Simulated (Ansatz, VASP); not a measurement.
One calculation of Ni, two programs

```xyz
2
Lattice="0.0000 2.3802 2.3802 2.3802 0.0000 2.3802 2.3802 2.3802 0.0000" Properties=species:S:1:pos:R:3 pbc="T T T"
Ni    0.0000    0.0000    0.0000
Ni    2.3802    2.3802    2.3802
```

Alike in both runs: task single point; functional RPBE; k mesh 13 × 13 × 13; occupations fermi-dirac, width 0.05 eV; collinear spin.

```csv
,VASP,Ansatz
version,VASP 6.6.1,Ansatz 0.2.0
potentials or method,"VASP PAW PBE potentials, release 64 (Ni), cutoff 520 eV","plane waves (420 eV) with PAW, scalar-relativistic"
valence electrons in the cell,20,36
```

Ansatz gave:

| Item | Value |
| --- | --- |
| pressure (GPa) | -3.4 |
| net moment per atom (μB) | 0.68 |
| size of the moment on the site where the two differ most (μB) | 0.70 |

Task: What did VASP give for the same quantities?

Result: Pressure (GPa): -3.4; net moment per atom (μB): 0.65; size of the moment on the site where the two differ most (μB): 0.66.

VASP's potentials were made for PBE, not for RPBE. Site moments also hang on the region over which each program counts them. VASP's potentials hold 20 valence electrons a cell and Ansatz's 36, so a difference there can come from the potentials and not from the codes.
